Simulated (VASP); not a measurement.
# LiNbO (P4/mmm) in VASP: relaxation of cell and atoms with PBE

Aim: the relaxation of cell and atoms of LiNbO with PBE.

Program: VASP 6.6.1. These are calculated values, not measurements. Logs are shortened: lines on timing, memory, paths and dates and some standing lists are left out, and cuts for length are marked.

## (1) The cell of the first run

The structure is tetragonal, space group P4/mmm (No. 123). Conventional cell: a = 2.850 Å, b = 2.850 Å, c = 4.003 Å, α = 90.00°, β = 90.00°, γ = 90.00°. Li (site symmetry 4/mmm) has 4 Nb at 2.02 Å within 2.7 Å. Nb (site symmetry 4/mmm) has 2 O at 2.00 Å and 4 Li at 2.02 Å within 2.7 Å. Within 2.7 Å of O (site symmetry 4/mmm) lie 2 Nb at 2.00 Å.

The cell was generated, and may not be a known phase.

## (2) Relaxation of cell and atoms, PBE

INCAR reads:

```
SYSTEM = LiNbO
PREC = Accurate ; ENCUT = 1340
EDIFF = 1E-7 ; ISMEAR = 0
SIGMA = 0.1 ; LREAL = .FALSE.
LASPH = .TRUE. ; NELM = 120
ALGO = Normal ; ISIF = 3
LWAVE = .FALSE. ; LCHARG = .FALSE.
GGA = PE ; IBRION = 2
NSW = 90 ; EDIFFG = -0.04
GGA_COMPAT = .FALSE. ; NELMIN = 4
```

KPOINTS reads:

```
regular mesh
0
G
  6 6 4
  0 0 0
```

POSCAR reads:

```
LiNbO
1.0
    2.8500605500      0.0000000000      0.0000000000
    0.0000000000      2.8500605500      0.0000000000
    0.0000000000      0.0000000000      4.0034787200
Li Nb O
1 1 1
Direct
    0.0000000000      0.0000000000      0.0000000000
    0.5000000000      0.5000000000      0.0000000000
    0.5000000000      0.5000000000      0.5000000000
```

Potentials or basis: VASP PAW PBE potentials, release 64 (Li_sv, Nb_sv, O_h).

Started as:

```sh
$ cat potpaw_PBE.64/Li_sv/POTCAR potpaw_PBE.64/Nb_sv/POTCAR potpaw_PBE.64/O_h/POTCAR > POTCAR
$ mpirun -np 1 vasp_std > vasp.out
```

OUTCAR:

```text
SYSTEM = LiNbO
   PREC = Accurate
   ENCUT = 1340
   EDIFF = 1E-7
   ISMEAR = 0
   LREAL = .FALSE.
   LASPH = .TRUE.
   NELM = 120
   ISIF = 3
   GGA = PE
   IBRION = 2
   NSW = 90
   EDIFFG = -0.04
   NELMIN = 4

 ion  position               nearest neighbor table
   1  0.000  0.000  0.000-   2 2.02   2 2.02   2 2.02   2 2.02
   2  0.500  0.500  0.000-   3 2.00   3 2.00   1 2.02   1 2.02   1 2.02   1 2.02
   3  0.500  0.500  0.500-   2 2.00   2 2.00

  LATTYP: Found a simple tetragonal cell.
 ALAT       =     2.8500605500
 C/A-ratio  =     1.4046995317

  Lattice vectors:

 A1 = (   2.8500605500,   0.0000000000,   0.0000000000)
 A2 = (   0.0000000000,   2.8500605500,   0.0000000000)
 A3 = (   0.0000000000,   0.0000000000,   4.0034787200)

Analysis of symmetry for initial positions (statically):
=====================================================================
 Subroutine PRICEL returns:
 Original cell was already a primitive cell.

 Routine SETGRP: Setting up the symmetry group for a
 simple tetragonal supercell.

 Subroutine GETGRP returns: Found 16 space group operations
 (whereof 16 operations were pure point group operations)
 out of a pool of 16 trial point group operations.

The static configuration has the point symmetry D_4h.

Analysis of symmetry for dynamics (positions and initial velocities):
=====================================================================
 Subroutine PRICEL returns:
 Original cell was already a primitive cell.

 Routine SETGRP: Setting up the symmetry group for a
 simple tetragonal supercell.

 Subroutine GETGRP returns: Found 16 space group operations
 (whereof 16 operations were pure point group operations)
 out of a pool of 16 trial point group operations.

The dynamic configuration has the point symmetry D_4h.

 Subroutine INISYM returns: Found 16 space group operations
 (whereof 16 operations are pure point group operations),
 and found     1 'primitive' translations

----------------------------------------------------------------------------------------

                                     Primitive cell

  volume of cell :      32.5196

  direct lattice vectors                    reciprocal lattice vectors
     2.850060550  0.000000000  0.000000000     0.350869739  0.000000000  0.000000000
     0.000000000  2.850060550  0.000000000     0.000000000  0.350869739  0.000000000
     0.000000000  0.000000000  4.003478720     0.000000000  0.000000000  0.249782769

  length of vectors
     2.850060550  2.850060550  4.003478720     0.350869739  0.350869739  0.249782769

  position of ions in fractional coordinates (direct lattice)
     0.000000000  0.000000000  0.000000000
     0.500000000  0.500000000  0.000000000
[... 38 lines left out ...]
  0.333333  0.000000  0.000000      4.000000
  0.500000  0.000000  0.000000      2.000000
  0.166667  0.166667  0.000000      4.000000
  0.333333  0.166667  0.000000      8.000000
[... 16 lines left out ...]
  0.333333  0.000000  0.500000      4.000000
  0.500000  0.000000  0.500000      2.000000
 [... further k-points ...]
   k-points           NKPTS =     30   k-points in BZ     NKDIM =     30   number of bands    NBANDS=     15
   number of dos      NEDOS =    301   number of ions     NIONS =      3
   total plane-waves  NPLWV =  62208
   dimension x,y,z NGX =    36 NGY =   36 NGZ =   48
   dimension x,y,z NGXF=    72 NGYF=   72 NGZF=   96
   ions per type =               1   1   1
   NGX,Y,Z   is equivalent  to a cutoff of  21.00, 21.00, 19.93 a.u.
   NGXF,Y,Z  is equivalent  to a cutoff of  42.00, 42.00, 39.86 a.u.
 SYSTEM =  LiNbO
   PREC   = accura    normal or accurate (medium, high low for compatibility)
   ISTART =      0    job   : 0-new  1-cont  2-samecut
   ICHARG =      2    charge: 1-file 2-atom 10-const
   ISPIN  =      1    spin polarized calculation?
   LNONCOLLINEAR =      F non collinear calculations
   LSORBIT =      F    spin-orbit coupling
   LASPH  =      T    aspherical Exc in radial PAW
   ENCUT  = 1340.0 eV  98.49 Ry    9.92 a.u.   8.51  8.51 11.95*2*pi/ulx,y,z
   NELM   =    120;   NELMIN=  4; NELMDL= -5     # of ELM steps
   EDIFF  = 0.1E-06   stopping-criterion for ELM
   LREAL  =      F    real-space projection
   EDIFFG = -.4E-01   stopping-criterion for IOM
   NSW    =     90    number of steps for IOM
   IBRION =      2    ionic relax: 0-MD 1-quasi-New 2-CG
   NFREE  =      1    steps in history (QN), initial steepest desc. (CG)
   ISIF   =      3    stress and relaxation
   ISYM   =      2    0-nonsym 1-usesym 2-fastsym
   POTIM  = 0.5000    time-step for ionic-motion
   TEBEG  =    0.0;   TEEND  =   0.0 temperature during run
   PSTRESS=    0.0 pullay stress
   NELECT =      22.0000    total number of electrons
   NUPDOWN=      -1.0000    fix difference up-down
   EMIN   =  10.00;   EMAX   =-10.00  energy-range for DOS
   EFERMI =   0.00;   METHOD = LEGACY
   ISMEAR =     0;   SIGMA  =   0.10  broadening in eV -4-tet -1-fermi 0-gaus
   EFERMI_NEDOS =   21; number of points for ismear=-14 and -15
   IALGO  =     38    algorithm
   IMIX   =      4    mixing-type and parameters
     AMIX     =   0.40;   BMIX     =  1.00
     AMIX_MAG =   1.60;   BMIX_MAG =  1.00
  volume/ion in A,a.u.               =      10.84        73.15
  Fermi-wavevector in a.u.,A,eV,Ry     =   1.437145  2.715810 28.101267  2.065385
  Thomas-Fermi vector in A             =   2.556255
   LORBIT       =      0    0 simple, 1 ext, 2 COOP (PROOUT), +10 PAW based schemes
   GGA     = PE    functional components
   LHFCALC =     F    Hartree Fock is set to
   AEXX    =    0.0000 exact exchange contribution
   IVDW    =     0    specifies the selected vdW correction
   LEPSILON=     F    determine dielectric tensor
   LRPA    =     F    only Hartree local field effects (RPA)
 conjugate gradient relaxation of ions
 non-spin polarized calculation
 Gauss-broadening in eV      SIGMA  =   0.10
  energy-cutoff  :     1340.00
  volume of cell :       32.52
 maximum number of plane-waves:      3649
 NGX is ok and might be reduce to    36
   NGX = 17   NGY = 17   NGZ = 23

--------------------------------------- Ionic step        1  -------------------------------------------

 number of electron      21.9999999 magnetization

 Free energy of the ion-electron system (eV)
  ---------------------------------------------------
  ext. energy  EPLUGINS =         0.00000000
  ---------------------------------------------------
  free energy    TOTEN  =       -14.11418662 eV

  energy without entropy =      -14.10377847  energy(sigma->0) =      -14.10898255

 E-fermi :   8.3144     XC(G=0): -11.4175

 val. band max:        8.2951532359   @ k =   0.3333   0.0000   0.5000
 cond. band min:       8.3420365720   @ k =   0.3333   0.3333   0.0000
 fundamental gap:      0.0468833361
 Fermi energy:         8.3144051416
[... 1168 lines left out ...]
--------------------------------------- Ionic step        9  -------------------------------------------

 number of electron      22.0000002 magnetization

 Free energy of the ion-electron system (eV)
  ---------------------------------------------------
  ext. energy  EPLUGINS =         0.00000000
  ---------------------------------------------------
  free energy    TOTEN  =       -18.24902079 eV

  energy without entropy =      -18.22610964  energy(sigma->0) =      -18.23756522

 E-fermi :   3.9105     XC(G=0):  -8.8469

 val. band max:        3.8944586132   @ k =   0.3333   0.0000   0.2500
 cond. band min:       3.9372331132   @ k =   0.3333   0.0000   0.0000
 fundamental gap:      0.0427745000
 Fermi energy:         3.9104992920
[... 462 lines left out ...]
  FREE ENERGIE OF THE ION-ELECTRON SYSTEM (eV)
  ---------------------------------------------------
  free  energy   TOTEN  =       -18.2490207950 eV

  energy  without entropy=      -18.2261096412  energy(sigma->0) =      -18.23756522

 reached required accuracy - stopping structural energy minimisation
```

It took 3.3 min on 1 thread of AMD EPYC 9R45 (Zen 5), shared host; peak memory 0.26 GiB.

Results:

- Free energy: -18.2490 eV
- Relaxed volume: 18.94 Å³/atom
- Relaxed cell: a = 3.829 Å, b = 3.829 Å, c = 3.875 Å, α = 90.00°, β = 90.00°, γ = 90.00°
- Space group after relaxing (to 0.1 Å): P4/mmm (No. 123)
- Energy gained by relaxing: 1378.3 meV/atom
- Ionic steps: 9
- Pressure after relaxing: -0.1 GPa
- Band gap on the k mesh: zero (bands 11 and 12 overlap by 1.94 eV)

Step by step:
```csv
step,energy change (eV),largest force (eV/Å),pressure (GPa),volume (Å³)
1,0.0000,0.0000,48.45,32.52
2,-3.7152,0.0000,18.82,48.79
3,-3.7115,0.0000,19.00,49.05
4,-2.8050,0.0000,-16.01,72.53
5,-4.1232,0.0000,-1.24,56.34
6,-4.1280,0.0000,0.05,55.67
7,-4.1282,0.0000,0.35,55.52
8,-4.1343,0.0000,0.04,56.45
9,-4.1348,0.0000,-0.06,56.81
```

Final structure:
```yaml
crystal:
  lattice:
    - [3.82916, 0.00000, 0.00000]
    - [0.00000, 3.82916, 0.00000]
    - [0.00000, 0.00000, 3.87462]
  atoms:
    - { symbol: Li, position: [0.00000, 0.00000, 0.00000] }
    - { symbol: Nb, position: [0.50000, 0.50000, 0.00000] }
    - { symbol: O, position: [0.50000, 0.50000, 0.50000] }
```

Levels at points of the mesh, in eV from the Fermi level:
```tsv
k point	band 7	band 8	band 9	band 10	band 11	band 12	band 13	band 14	band 15
(0.00, 0.00, 0.00)	-3.85	-3.85	-3.63	-3.27	-1.02	0.76	0.76	0.88	4.60
(0.50, 0.00, 0.00)	-4.64	-3.78	-3.58	-2.23	-0.35	-0.10	0.84	1.28	1.83
(0.50, 0.50, 0.00)	-4.43	-4.43	-3.54	-1.30	0.16	0.16	1.79	2.06	2.15
(0.00, 0.00, 0.50)	-7.52	-4.97	-4.97	-2.40	-0.78	0.96	1.21	3.36	3.36
(0.50, 0.00, 0.50)	-7.50	-5.69	-4.90	-1.75	-0.18	1.53	2.15	2.55	3.41
(0.50, 0.50, 0.50)	-7.48	-5.50	-5.50	-0.83	1.84	1.90	1.90	3.02	3.02
```

Caveat: the k points lie up to 0.41 Å⁻¹ apart in the final cell, too coarse for converged energies and pressures of a metal; the volume moved by over 15 % at a fixed basis, so the end points are rough.

The gap in the log of VASP goes by the Fermi energy; the results here count the filled bands.